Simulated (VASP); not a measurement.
# Pt (Fm-3m) in VASP: single point with PBEsol

Aim: the single point of Pt with PBEsol.

Program: VASP 6.6.1. These are calculated values, not measurements. Logs are shortened: lines on timing, memory, paths and dates and some standing lists are left out, and cuts for length are marked.

## Step 1: The cell of the first run

The structure is cubic, space group Fm-3m (No. 225). Conventional cell: a = 3.918 Å, b = 3.918 Å, c = 3.918 Å, α = 90.00°, β = 90.00°, γ = 90.00°. Within 3.7 Å of Pt (site symmetry m-3m) lie 12 Pt at 2.77 Å.

## Step 2: Single point, PBEsol

Contents of INCAR:

```
SYSTEM = Pt
PREC = Accurate
ENCUT = 520
EDIFF = 1E-6
ISMEAR = 0
SIGMA = 0.1
LREAL = .FALSE.
LASPH = .TRUE.
NELM = 80
ALGO = Fast
ISIF = 2
LWAVE = .FALSE.
LCHARG = .FALSE.
GGA = PS
NBANDS = 11
```

Contents of KPOINTS:

```
regular mesh
0
G
  56 56 56
  0 0 0
```

Contents of POSCAR:

```
Pt
1.0
    0.0000000000      1.9590237199      1.9590237199
    1.9590237199      0.0000000000      1.9590237199
    1.9590237199      1.9590237199      0.0000000000
Pt
1
Direct
    0.0000000000      0.0000000000      0.0000000000
```

Potentials or basis: VASP PAW PBE potentials, release 64 (Pt).

The run is started by

```
cat potpaw_PBE.64/Pt/POTCAR > POTCAR
mpirun -np 1 vasp_std > vasp.out
```

OUTCAR:

```text
SYSTEM = Pt
   PREC = Accurate
   ENCUT = 520
   EDIFF = 1E-6
   ISMEAR = 0
   LREAL = .FALSE.
   LASPH = .TRUE.
   NELM = 80
   ISIF = 2
   GGA = PS

 ion  position               nearest neighbor table
   1  0.000  0.000  0.000-

  LATTYP: Found a face centered cubic cell.
 ALAT       =     3.9180474398

  Lattice vectors:

 A1 = (   0.0000000000,   1.9590237199,   1.9590237199)
 A2 = (   1.9590237199,   0.0000000000,   1.9590237199)
 A3 = (   1.9590237199,   1.9590237199,   0.0000000000)

Analysis of symmetry for initial positions (statically):
=====================================================================
 Subroutine PRICEL returns:
 Original cell was already a primitive cell.

 Routine SETGRP: Setting up the symmetry group for a
 face centered cubic supercell.

 Subroutine GETGRP returns: Found 48 space group operations
 (whereof 48 operations were pure point group operations)
 out of a pool of 48 trial point group operations.

The static configuration has the point symmetry O_h .

Analysis of symmetry for dynamics (positions and initial velocities):
=====================================================================
 Subroutine PRICEL returns:
 Original cell was already a primitive cell.

 Routine SETGRP: Setting up the symmetry group for a
 face centered cubic supercell.

 Subroutine GETGRP returns: Found 48 space group operations
 (whereof 48 operations were pure point group operations)
 out of a pool of 48 trial point group operations.

The dynamic configuration has the point symmetry O_h .

 Subroutine INISYM returns: Found 48 space group operations
 (whereof 48 operations are pure point group operations),
 and found     1 'primitive' translations

----------------------------------------------------------------------------------------

                                     Primitive cell

  volume of cell :      15.0366

  direct lattice vectors                    reciprocal lattice vectors
     0.000000000  1.959023720  1.959023720    -0.255229171  0.255229171  0.255229171
     1.959023720  0.000000000  1.959023720     0.255229171 -0.255229171  0.255229171
     1.959023720  1.959023720  0.000000000     0.255229171  0.255229171 -0.255229171

  length of vectors
     2.770477914  2.770477914  2.770477914     0.442069892  0.442069892  0.442069892

  position of ions in fractional coordinates (direct lattice)
     0.000000000  0.000000000  0.000000000

  ion indices of the primitive-cell ions
   primitive index   ion index
                 1           1

----------------------------------------------------------------------------------------

 KPOINTS: regular mesh

Automatic generation of k-mesh.
 Grid dimensions read from file:
 generate k-points for:   56   56   56

 Generating k-lattice:

  Cartesian coordinates                     Fractional coordinates (reciprocal lattice)
    -0.004557664  0.004557664  0.004557664     0.017857143  0.000000000  0.000000000
     0.004557664 -0.004557664  0.004557664     0.000000000  0.017857143  0.000000000
     0.004557664  0.004557664 -0.004557664     0.000000000  0.000000000  0.017857143

  Length of vectors
     0.007894105  0.007894105  0.007894105

  Shift w.r.t. Gamma in fractional coordinates (k-lattice)
     0.000000000  0.000000000  0.000000000

 Subroutine IBZKPT returns following result:
 ===========================================

 Found   4285 irreducible k-points:

 Following reciprocal coordinates:
            Coordinates               Weight
  0.000000  0.000000  0.000000      1.000000
  0.017857  0.000000  0.000000      8.000000
  0.035714  0.000000  0.000000      8.000000
  0.053571  0.000000  0.000000      8.000000
  0.071429  0.000000  0.000000      8.000000
  0.089286  0.000000  0.000000      8.000000
[... 16 lines left out ...]
  0.392857  0.000000  0.000000      8.000000
  0.410714  0.000000  0.000000      8.000000
 [... further k-points ...]
   k-points           NKPTS =   4285   k-points in BZ     NKDIM =   4285   number of bands    NBANDS=     11
   number of dos      NEDOS =    301   number of ions     NIONS =      1
   total plane-waves  NPLWV =  13824
   dimension x,y,z NGX =    24 NGY =   24 NGZ =   24
   dimension x,y,z NGXF=    48 NGYF=   48 NGZF=   48
   ions per type =               1
   NGX,Y,Z   is equivalent  to a cutoff of  14.40, 14.40, 14.40 a.u.
   NGXF,Y,Z  is equivalent  to a cutoff of  28.80, 28.80, 28.80 a.u.
 SYSTEM =  Pt
   PREC   = accura    normal or accurate (medium, high low for compatibility)
   ISTART =      0    job   : 0-new  1-cont  2-samecut
   ICHARG =      2    charge: 1-file 2-atom 10-const
   ISPIN  =      1    spin polarized calculation?
   LNONCOLLINEAR =      F non collinear calculations
   LSORBIT =      F    spin-orbit coupling
   LASPH  =      T    aspherical Exc in radial PAW
   ENCUT  =  520.0 eV  38.22 Ry    6.18 a.u.   5.15  5.15  5.15*2*pi/ulx,y,z
   NELM   =     80;   NELMIN=  2; NELMDL= -5     # of ELM steps
   EDIFF  = 0.1E-05   stopping-criterion for ELM
   LREAL  =      F    real-space projection
   EDIFFG = 0.1E-04   stopping-criterion for IOM
   NSW    =      0    number of steps for IOM
   IBRION =     -1    ionic relax: 0-MD 1-quasi-New 2-CG
   NFREE  =      0    steps in history (QN), initial steepest desc. (CG)
   ISIF   =      2    stress and relaxation
   ISYM   =      2    0-nonsym 1-usesym 2-fastsym
   POTIM  = 0.5000    time-step for ionic-motion
   TEBEG  =    0.0;   TEEND  =   0.0 temperature during run
   PSTRESS=    0.0 pullay stress
   NELECT =      10.0000    total number of electrons
   NUPDOWN=      -1.0000    fix difference up-down
   EMIN   =  10.00;   EMAX   =-10.00  energy-range for DOS
   EFERMI =   0.00;   METHOD = LEGACY
   ISMEAR =     0;   SIGMA  =   0.10  broadening in eV -4-tet -1-fermi 0-gaus
   EFERMI_NEDOS =   21; number of points for ismear=-14 and -15
   IALGO  =     68    algorithm
   IMIX   =      4    mixing-type and parameters
     AMIX     =   0.40;   BMIX     =  1.00
     AMIX_MAG =   1.60;   BMIX_MAG =  1.00
  volume/ion in A,a.u.               =      15.04       101.47
  Fermi-wavevector in a.u.,A,eV,Ry     =   1.428977  2.700374 27.782747  2.041974
  Thomas-Fermi vector in A             =   2.548980
   LORBIT       =      0    0 simple, 1 ext, 2 COOP (PROOUT), +10 PAW based schemes
   GGA     = PS    functional components
   LHFCALC =     F    Hartree Fock is set to
   AEXX    =    0.0000 exact exchange contribution
   IVDW    =     0    specifies the selected vdW correction
   LEPSILON=     F    determine dielectric tensor
   LRPA    =     F    only Hartree local field effects (RPA)
 non-spin polarized calculation
 RMM-DIIS sequential band-by-band and
 Gauss-broadening in eV      SIGMA  =   0.10
  energy-cutoff  :      520.00
  volume of cell :       15.04
 maximum number of plane-waves:       419
 NGX is ok and might be reduce to    24
   NGX = 11   NGY = 11   NGZ = 11

 number of electron      10.0000000 magnetization

 Free energy of the ion-electron system (eV)
  ---------------------------------------------------
  ext. energy  EPLUGINS =         0.00000000
  ---------------------------------------------------
  free energy    TOTEN  =        -6.96836327 eV

  energy without entropy =       -6.95855729  energy(sigma->0) =       -6.96346028

 E-fermi :  11.1502     XC(G=0): -13.6455

 val. band max:       11.1496376774   @ k =  -0.3393   0.3750   0.1250
 cond. band min:      11.1503556757   @ k =  -0.3750   0.3750   0.1607
 fundamental gap:      0.0007179984
 Fermi energy:        11.1501810266

 k-point     1 :       0.0000    0.0000    0.0000
  band No.  band energies     occupation
      1       0.8238      2.00000
      2       7.3294      2.00000
      3       7.3294      2.00000
      4       7.3294      2.00000
      5       9.5193      2.00000
      6       9.5193      2.00000
      7      25.7688      0.00000
      8      30.7437      0.00000
      9      30.7437      0.00000
     10      30.7437      0.00000
     11      36.0529      0.00000

 k-point     2 :       0.0179    0.0000    0.0000
  band No.  band energies     occupation
      1       0.8367      2.00000
      2       7.3233      2.00000
      3       7.3347      2.00000
      4       7.3347      2.00000
      5       9.5161      2.00000
      6       9.5161      2.00000
      7      25.7894      0.00000
      8      30.6647      0.00000
      9      30.7637      0.00000
     10      30.7637      0.00000
     11      36.1415      0.00000

 k-point     3 :       0.0357    0.0000    0.0000
  band No.  band energies     occupation
      1       0.8756      2.00000
      2       7.3053      2.00000
      3       7.3505      2.00000
      4       7.3505      2.00000
      5       9.5069      2.00000
      6       9.5069      2.00000
      7      25.8509      0.00000
      8      30.4426      0.00000
      9      30.8237      0.00000
     10      30.8237      0.00000
     11      36.3901      0.00000

 k-point     4 :       0.0536    0.0000    0.0000
  band No.  band energies     occupation
      1       0.9400      2.00000
      2       7.2763      2.00000
      3       7.3762      2.00000
      4       7.3762      2.00000
      5       9.4925      2.00000
      6       9.4925      2.00000
      7      25.9516      0.00000
      8      30.1112      0.00000
      9      30.9230      0.00000
     10      30.9230      0.00000
     11      36.7541      0.00000

 k-point     5 :       0.0714    0.0000    0.0000
  band No.  band energies     occupation
      1       1.0293      2.00000
      2       7.2375      2.00000
      3       7.4107      2.00000
      4       7.4107      2.00000
      5       9.4740      2.00000
      6       9.4740      2.00000
      7      26.0887      0.00000
      8      29.7057      0.00000
      9      31.0606      0.00000
     10      31.0606      0.00000
     11      37.1714      0.00000
[... 211 lines left out ...]
 k-point    21 :       0.3571    0.0000    0.0000
  band No.  band energies     occupation
      1       3.6563      2.00000
      2       7.4719      2.00000
      3       7.4719      2.00000
      4       8.2350      2.00000
      5      10.5177      2.00000
      6      10.5177      2.00000
      7      20.5659      0.00000
      8      26.2342      0.00000
      9      31.9447      0.00000
     10      31.9447      0.00000
     11      36.9739      0.00000

 k-point    22 :       0.3750    0.0000    0.0000
  band No.  band energies     occupation
      1       3.6982      2.00000
      2       7.4291      2.00000
      3       7.4291      2.00000
      4       8.5940      2.00000
      5      10.6578      2.00000
      6      10.6578      2.00000
      7      19.9147      0.00000
      8      26.0259      0.00000
      9      31.5432      0.00000
     10      31.5432      0.00000
     11      37.7668      0.00000

 k-point    23 :       0.3929    0.0000    0.0000
  band No.  band energies     occupation
      1       3.7246      2.00000
      2       7.3896      2.00000
      3       7.3896      2.00000
      4       8.9729      2.00000
      5      10.7882      2.00000
      6      10.7882      2.00000
      7      19.2844      0.00000
      8      25.8418      0.00000
      9      31.1814      0.00000
     10      31.1814      0.00000
     11      38.2085      0.00000

 k-point    24 :       0.4107    0.0000    0.0000
  band No.  band energies     occupation
      1       3.7399      2.00000
      2       7.3547      2.00000
      3       7.3547      2.00000
      4       9.3573      2.00000
      5      10.9056      1.99946
      6      10.9056      1.99946
      7      18.6886      0.00000
      8      25.6842      0.00000
      9      30.8657      0.00000
     10      30.8657      0.00000
     11      38.6293      0.00000

 [... further k-points ...]
[... 5 lines left out ...]
  --------------------------------------------------------------------------------------
  -------------------------------------------------------------------------------------
  Total       -0.0393792     -0.0393792     -0.0393792      0.0000000      0.0000000      0.0000000
  in kB       -4.1959272     -4.1959272     -4.1959272      0.0000000      0.0000000      0.0000000
  external PRESSURE =      -4.1959272 kB  Pullay stress =       0.0000000 kB

 VOLUME and BASIS-vectors are now :
 -----------------------------------------------------------------------------
  energy-cutoff  :      520.00
  volume of cell :       15.04
      direct lattice vectors                 reciprocal lattice vectors
     0.000000000  1.959023720  1.959023720    -0.255229171  0.255229171  0.255229171
     1.959023720  0.000000000  1.959023720     0.255229171 -0.255229171  0.255229171
     1.959023720  1.959023720  0.000000000     0.255229171  0.255229171 -0.255229171

 POSITION                                       TOTAL-FORCE (eV/Angst)
 -----------------------------------------------------------------------------------
      0.00000      0.00000      0.00000         0.000000      0.000000      0.000000
 -----------------------------------------------------------------------------------
    total drift:                               -0.000000      0.000000     -0.000000

  FREE ENERGIE OF THE ION-ELECTRON SYSTEM (eV)
  ---------------------------------------------------
  free  energy   TOTEN  =        -6.9683632722 eV

  energy  without entropy=       -6.9585572919  energy(sigma->0) =       -6.96346028
```

It took 9 min on 1 thread of Intel Xeon Platinum 8488C (Sapphire Rapids), shared host; peak memory 0.78 GiB.

What came out:

| Item | Value |
| --- | --- |
| Free energy | -6.9684 eV |
| Pressure | -0.4 GPa |
| Band gap on the k mesh | zero (bands 5 and 6 overlap by 2.25 eV) |

Caveat: the PAW data sets were made with another functional, which shifts forces and pressure a little; spin-orbit coupling is left out, which moves the levels of the heavy elements.
